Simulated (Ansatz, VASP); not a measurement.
**One calculation of AlGa2P3, two programs**

```
CELL_PARAMETERS angstrom
3.89453 0.00000 0.00000
-1.94726 3.37276 0.00000
0.00000 0.00000 9.53683
ATOMIC_POSITIONS crystal
Al 0.00000 0.00000 0.99973
Ga 0.66667 0.33333 0.66660
Ga 0.33333 0.66667 0.33346
P 0.66667 0.33333 0.91734
P 0.33333 0.66667 0.58328
P 0.00000 0.00000 0.24961
```

Alike in both runs: task single point; functional PBE; k mesh 6 × 6 × 2; no spin polarisation.

|  | VASP | Ansatz |
| --- | --- | --- |
| version | VASP 6.6.1 | Ansatz 0.2.0 |
| potentials or method | VASP PAW PBE potentials, release 64 (Al, Ga_d, P) | plane waves, PAW |
| plane-wave cutoff (eV) | 500 | 420 |
| occupations | gaussian, width 0.01 eV | fixed |
| valence electrons in the cell | 44 | 44 |

|  | VASP | Ansatz | Ansatz less VASP |
| --- | --- | --- | --- |
| gap on the k mesh at the Fermi level (eV) | 1.64 | 1.65 | +0.001 |
| pressure (GPa) | 0.0 | 0.0 | +0.05 |
| traceless stress, the component that is largest in VASP (GPa) | -0.10 | -0.10 | 0.000 |
| rms of the force components (eV/Å) | 0.003 | 0.002 | -0.0015 |

Atom by atom the forces differ by 0.002 eV/Å (rms over components).
